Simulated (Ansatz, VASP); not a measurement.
## Be2C: VASP beside Ansatz

Contents of POSCAR:

```
Be2C
1.0
    0.0000000000      2.1650005600      2.1650005600
    2.1650005600      0.0000000000      2.1650005600
    2.1650005600      2.1650005600      0.0000000000
Be C
2 1
Direct
    0.2500000000      0.2500000000      0.2500000000
    0.7500000000      0.7500000000      0.7500000000
    0.0000000000      0.0000000000      0.0000000000
```

The input INCAR.step1:

```
SYSTEM = Be2C
PREC = Accurate
ENCUT = 580
EDIFF = 1E-5
ISMEAR = 0
SIGMA = 0.05
LREAL = .False.
LASPH = .True.
NELM = 120
ALGO = Normal
ISIF = 2
LWAVE = .True.
LCHARG = .False.
GGA = PE
NBANDS = 11
GGA_COMPAT = .False.
```

File INCAR.step2:

```
SYSTEM = Be2C
PREC = Accurate
ENCUT = 580
EDIFF = 1E-6
ISMEAR = 0
SIGMA = 0.05
LREAL = .False.
LASPH = .True.
NELM = 120
ALGO = Normal
ISIF = 2
LWAVE = .False.
LCHARG = .False.
METAGGA = R2SCAN
LHFCALC = .True.
AEXX = 0.25
LMIXTAU = .True.
PRECFOCK = Normal
ISTART = 1
NBANDS = 11
GGA_COMPAT = .False.
```

KPOINTS

```
Automatic mesh
0
Gamma
  6 6 6
  0 0 0
```

Input for Ansatz:

```yaml
crystal:
  lattice:
    - [0.0, 2.16500056, 2.16500056]
    - [2.16500056, 0.0, 2.16500056]
    - [2.16500056, 2.16500056, 0.0]
  atoms:
    - { symbol: Be, position: [0.25, 0.25, 0.25] }
    - { symbol: Be, position: [0.75, 0.75, 0.75] }
    - { symbol: C, position: [0.0, 0.0, 0.0] }
basis:
  ecutwfc: 500
  ecutrho_ratio: 4
kpoints:
  mp_grid: { grid: [6, 6, 6] }
hamiltonian:
  xc: r2scan0
scf:
  occupations: { method: gaussian, width: 0.05 }
  n_extra_bands: 10
output:
  forces: true
  stress: true
  eigenvalues: true
  populations: true
  dos: { projected: true, de: 0.02 }
  write_density: true
  write_potential: true
  elf: true
  volumetric_format: npy
```

Alike in both runs: task single point; functional r2SCAN0; k mesh 6 × 6 × 6; occupations gaussian, width 0.05 eV; no spin polarisation.

|  | VASP | Ansatz |
| --- | --- | --- |
| version | VASP 6.6.1 | Ansatz 0.2.0 |
| potentials or method | VASP PAW PBE potentials, release 64 (Be, C), cutoff 580 eV | scalar-relativistic, plane waves, PAW |
| valence electrons in the cell | 8 | 8 |

|  | VASP | Ansatz | Ansatz less VASP |
| --- | --- | --- | --- |
| gap on the k mesh at the Fermi level (eV) | 2.83 | 2.82 | -0.017 |
| least direct gap on the mesh (eV) | 6.13 | 6.12 | -0.003 |
| pressure (GPa) | -3.2 | -3.7 | -0.51 |

VASP's potentials were made for PBE, not for r2SCAN0. Ansatz's warnings: stress exchange threshold loose, stress scf threshold loose.
